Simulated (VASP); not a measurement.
# As (P6_3/mmc) in VASP: notebook, part 2 of 2

VASP 6.6.1. The steps go on from the part before.

**4. Single point, PBEsol (volume scaled by 1.12)**

File INCAR:

```
ALGO = Normal
EDIFF = 1E-6
ENCUT = 520
GGA = PS
ISIF = 2
ISMEAR = -1
LASPH = True
LCHARG = True
LELF = True
LREAL = False
LVHAR = True
LWAVE = False
NBANDS = 12
NELM = 80
PREC = Accurate
SIGMA = 0.1
```

File KPOINTS:

```
k-points
0
Gamma
  13 13 8
```

File POSCAR:

```
As
1.0
    3.1451346806      0.0000000000      0.0000000000
   -1.5725673403      2.7237665317      0.0000000000
    0.0000000000      0.0000000000      4.8064234938
As
2
Direct
    0.3333333333      0.6666666667      0.2500000000
    0.6666666667      0.3333333333      0.7500000000
```

Potentials or basis: VASP PAW PBE potentials, release 64 (As).

The run is started by

```bash
cat potpaw_PBE.64/As/POTCAR > POTCAR
mpirun -np 1 vasp_std > vasp.out
```

OUTCAR:

```text
EDIFF = 1E-6
   ENCUT = 520
   GGA = PS
   ISIF = 2
   ISMEAR = -1
   LASPH = True
   LREAL = False
   NELM = 80
   PREC = Accurate

 ion  position               nearest neighbor table
   1  0.333  0.667  0.250-
   2  0.667  0.333  0.750-

  LATTYP: Found a hexagonal cell.
 ALAT       =     3.1451346806
 C/A-ratio  =     1.5282091172

  Lattice vectors:

 A1 = (   3.1451346806,   0.0000000000,   0.0000000000)
 A2 = (  -1.5725673403,   2.7237665317,   0.0000000000)
 A3 = (   0.0000000000,   0.0000000000,   4.8064234938)

Analysis of symmetry for initial positions (statically):
=====================================================================
 Subroutine PRICEL returns:
 Original cell was already a primitive cell.

 Routine SETGRP: Setting up the symmetry group for a
 hexagonal supercell.

 Subroutine GETGRP returns: Found 24 space group operations
 (whereof 12 operations were pure point group operations)
 out of a pool of 24 trial point group operations.

The static configuration has the point symmetry D_3d.
[... 173 lines left out ...]
      2      -4.3305      2.00000
      3      -0.5171      2.00000
      4       8.4155      0.00000
      5       8.4155      0.00000
      6      10.2072      0.00000
      7      10.2072      0.00000
      8      11.5204      0.00000
      9      13.5199      0.00000
     10      16.4153      0.00000
     11      17.0491      0.00000
     12      17.0491      0.00000
[... 331 lines left out ...]
 k-point    24 :       0.1538   -0.0000    0.1250
  band No.  band energies     occupation
      1      -8.4151      2.00000
      2      -4.4447      2.00000
      3       0.5270      2.00000
      4       5.6986      0.25860
      5       7.4830      0.00000
      6       8.2077      0.00000
      7      10.1198      0.00000
      8      10.4143      0.00000
      9      13.7980      0.00000
     10      16.5129      0.00000
     11      16.8116      0.00000
     12      17.5230      0.00000

 [... further k-points ...]

------------------------ aborting loop because EDIFF is reached ----------------------------------------

  FORCE on cell =-STRESS in cart. coord.  units (eV):
  Direction    XX          YY          ZZ          XY          YZ          ZX
  --------------------------------------------------------------------------------------
  -------------------------------------------------------------------------------------
  Total       -2.0831895     -2.0831895     -1.8998478     -0.0000000      0.0000000      0.0000000
  in kB      -81.0602979    -81.0602979    -73.9261727     -0.0000000      0.0000000      0.0000000
  external PRESSURE =     -78.6822562 kB  Pullay stress =       0.0000000 kB

 VOLUME and BASIS-vectors are now :
 -----------------------------------------------------------------------------
  energy-cutoff  :      520.00
  volume of cell :       41.17
      direct lattice vectors                 reciprocal lattice vectors
     3.145134681  0.000000000  0.000000000     0.317951408  0.183569331  0.000000000
    -1.572567340  2.723766532  0.000000000     0.000000000  0.367138662  0.000000000
     0.000000000  0.000000000  4.806423494     0.000000000  0.000000000  0.208054908

 POSITION                                       TOTAL-FORCE (eV/Angst)
 -----------------------------------------------------------------------------------
     -0.00000      1.81584      1.20161        -0.000000      0.000000      0.000000
      1.57257      0.90792      3.60482         0.000000     -0.000000      0.000000
 -----------------------------------------------------------------------------------
    total drift:                               -0.000000      0.000000      0.000000

  FREE ENERGIE OF THE ION-ELECTRON SYSTEM (eV)
  ---------------------------------------------------
  free  energy   TOTEN  =        -9.2348201071 eV

  energy  without entropy=       -9.1941135754  energy(sigma->0) =       -9.21446684
```

It took 43 s on 1 thread of Intel Xeon 8259CL, shared host; peak memory 0.18 GiB.

Results:

```yaml
Free_energy: -9.2348 eV
Pressure: -7.9 GPa
Band_gap_on_the_k_mesh: zero (band 5 reaches 9.31 eV, above the bottom of band 6 at 2.41 eV)
```

Caveat: the cell differs from its parent crystal (volume scaled by 1.12); the PAW data sets were made with another functional, which shifts forces and pressure a little.

**5. Relaxation of cell and atoms, PBEsol**

This run uses another cell than the first one, of 18.30 Å³/atom, 0.957 times its volume.

File INCAR:

```
SYSTEM = As
PREC = Accurate
ENCUT = 600
EDIFF = 1E-6
ISMEAR = -1
SIGMA = 0.1
LREAL = .False.
LASPH = .True.
NELM = 80
ALGO = Normal
ISIF = 3
LWAVE = .False.
LCHARG = .False.
GGA = PS
IBRION = 2
NSW = 80
EDIFFG = -0.01
```

File KPOINTS:

```
Automatic mesh
0
Gamma
  12 12 7
  0 0 0
```

File POSCAR:

```
As
1.0
    2.9579811701      0.0000000000      0.0000000000
   -1.4789905850      2.5616868372      0.0000000000
    0.0000000000      0.0000000000      4.8303832507
As
2
Direct
    0.3333333333      0.6666666667      0.2500000000
    0.6666666667      0.3333333333      0.7500000000
```

The run is started by

```bash
cat potpaw_PBE.64/As/POTCAR > POTCAR
mpirun -np 1 vasp_std > vasp.out
```

Run time: 2.9 min. Hardware: 1 thread of Intel Xeon 8259CL, shared host; peak memory 0.18 GiB.

Results (log left out):

```
Free energy                            : -9.3653 eV
Relaxed volume                         : 18.43 Å³/atom
Relaxed cell                           : a = 3.033 Å, b = 3.033 Å, c = 4.628 Å, α = 90.00°, β = 90.00°, γ = 120.00°
Space group after relaxing (to 0.05 Å) : P6_3/mmc (No. 194)
Energy gained by relaxing              : 6.9 meV/atom
Ionic steps                            : 10
Pressure after relaxing                : 0.0 GPa
Band gap on the k mesh                 : zero (band 5 reaches 10.90 eV, above the bottom of band 6 at 3.40 eV)
```

Stress tensor (GPa, compression positive):
```
-0.08  0.00  0.00
 0.00 -0.08  0.00
 0.00  0.00  0.07
```

The path:
```csv
step,energy change (eV),largest force (eV/Å),pressure (GPa),volume (Å³)
1,0.0000,0.0000,0.73,36.60
2,-0.0012,0.0000,-0.40,37.04
3,-0.0012,0.0000,-0.28,36.99
4,-0.0025,0.0000,-0.34,37.01
5,-0.0081,0.0000,-0.47,37.03
6,-0.0124,0.0000,-0.38,37.04
7,-0.0135,0.0000,-0.50,37.04
8,-0.0136,0.0000,-0.48,37.04
9,-0.0114,0.0000,1.38,36.34
10,-0.0138,0.0000,-0.03,36.87
```

Final structure:
```xyz
2
Lattice="3.0327 0.0000 0.0000 -1.5164 2.6264 0.0000 0.0000 0.0000 4.6284" Properties=species:S:1:pos:R:3 pbc="T T T"
As    0.0000    1.7509    1.1571
As    1.5164    0.8755    3.4713
```

Levels at points of the mesh, in eV from the Fermi level:
```tsv
k point	band 3	band 4	band 5	band 6	band 7	band 8
(0.00, 0.00, 0.00)	-6.81	3.33	3.33	5.38	5.38	7.01
(0.50, 0.00, 0.00)	-4.72	-2.95	-2.75	-0.23	-0.05	4.34
```

Caveat: the PAW data sets were made with another functional, which shifts forces and pressure a little.

**6. Single point, PBEsol**

This run uses another cell than the first one, of 18.38 Å³/atom, 0.962 times its volume.

File INCAR:

```
SYSTEM = As
PREC = Accurate ; ENCUT = 520
EDIFF = 1E-7 ; ISMEAR = -1
SIGMA = 0.1 ; LREAL = .FALSE.
LASPH = .TRUE. ; NELM = 80
ALGO = Normal ; ISIF = 2
LWAVE = .FALSE. ; LCHARG = .FALSE.
GGA = PS ; NBANDS = 12
```

File KPOINTS:

```
Automatic mesh
0
G
  20 20 11
  0 0 0
```

File POSCAR:

```
As
1.0
    3.0285394831      0.0000000000      0.0000000000
   -1.5142697415      2.6227921287      0.0000000000
    0.0000000000      0.0000000000      4.6282416499
As
2
Direct
    0.3333333333      0.6666666667      0.2500000000
    0.6666666667      0.3333333333      0.7500000000
```

Potentials or basis: VASP PAW PBE potentials, release 64 (As).

The run is started by

```bash
cat potpaw_PBE.64/As/POTCAR > POTCAR
mpirun -np 1 vasp_std > vasp.out
```

It took 98 s on 1 thread of Intel Xeon 8259CL, shared host; peak memory 0.23 GiB.

The run converged. Its results:

| Quantity | Value |
| --- | --- |
| Free energy | -9.3523 eV |
| Pressure | 0.2 GPa |
| Band gap on the k mesh | zero (band 5 reaches 11.04 eV, above the bottom of band 6 at 3.36 eV) |

Stress tensor (GPa, compression positive):
```
-0.10  0.00  0.00
 0.00 -0.10  0.00
 0.00  0.00  0.84
```

Levels at points of the mesh, in eV from the Fermi level:
| k point | band 3 | band 4 | band 5 | band 6 | band 7 | band 8 |
| --- | --- | --- | --- | --- | --- | --- |
| (0.00, 0.00, 0.00) | -6.83 | 3.36 | 3.36 | 5.41 | 5.41 | 7.02 |
| (0.50, 0.00, 0.00) | -4.73 | -2.97 | -2.75 | -0.23 | -0.03 | 4.35 |

Caveat: the PAW data sets were made with another functional, which shifts forces and pressure a little.

**7. The runs side by side**

| task | cell | k mesh | cutoff (eV) | gap on the mesh (eV) | pressure (GPa) |
| --- | --- | --- | --- | --- | --- |
| single point | a = 3.068, b = 3.068, c = 4.689 Å, angles 90.0, 90.0, 120.0°, 2 atoms | 13 × 13 × 8 | 520 | none | -3.0 |
| single point | a = 3.107, b = 3.107, c = 4.749 Å, angles 90.0, 90.0, 120.0°, 2 atoms | 13 × 13 × 8 | 520 | none | -5.7 |
| single point | a = 3.145, b = 3.145, c = 4.806 Å, angles 90.0, 90.0, 120.0°, 2 atoms | 13 × 13 × 8 | 520 | none | -7.9 |
| relaxation of cell and atoms | relaxed from a = 2.958, b = 2.958, c = 4.830 Å, angles 90.0, 90.0, 120.0°, 2 atoms | 12 × 12 × 7 | 600 | none | 0.0 |
| single point | a = 3.029, b = 3.029, c = 4.628 Å, angles 90.0, 90.0, 120.0°, 2 atoms | 20 × 20 × 11 | 520 | none | 0.2 |

Alike in all rows: level PBEsol; potentials or basis VASP PAW PBE potentials, release 64 (As); no spin polarisation; smearing fermi-dirac 0.1 eV.

Caveats: the PAW data sets were made with another functional, which shifts forces and pressure a little.

Absolute energies hang on the potentials; compare differences alone.
